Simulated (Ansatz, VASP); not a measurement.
CdMo in VASP and in Ansatz

```
Cd Mo
1.0
     3.28339    0.00000    0.00000
     0.00000    3.28339    0.00000
     0.00000    0.00000    3.28339
Cd Mo
1 1
Direct
  0.00000 0.00000 0.00000
  0.50000 0.50000 0.50000
```

Alike in both runs: functional PBE; k mesh 16 × 16 × 16; occupations gaussian, width 0.1 eV; no spin polarisation.

Ansatz relaxed the structure, and its values are those at the end. VASP's run is a single point on that final structure, the one shown.

|  | VASP | Ansatz |
| --- | --- | --- |
| version | VASP 6.6.1 | Ansatz 0.2.0 |
| potentials or method | VASP PAW PBE potentials, release 64 (Cd, Mo_sv), cutoff 520 eV | scalar-relativistic, plane waves, PAW |
| valence electrons in the cell | 26 | 34 |

```csv
,VASP,Ansatz,Ansatz less VASP
gap on the k mesh at the Fermi level (eV),none,none,-
pressure (GPa),1.0,0.0,-0.98
```

A gap of «none» marks a metal or a gap that the smearing closes. With one functional, cell and mesh, what is left measures potentials, basis and numerics. VASP's potentials hold 26 valence electrons a cell and Ansatz's 34, so a difference there can come from the potentials and not from the codes.
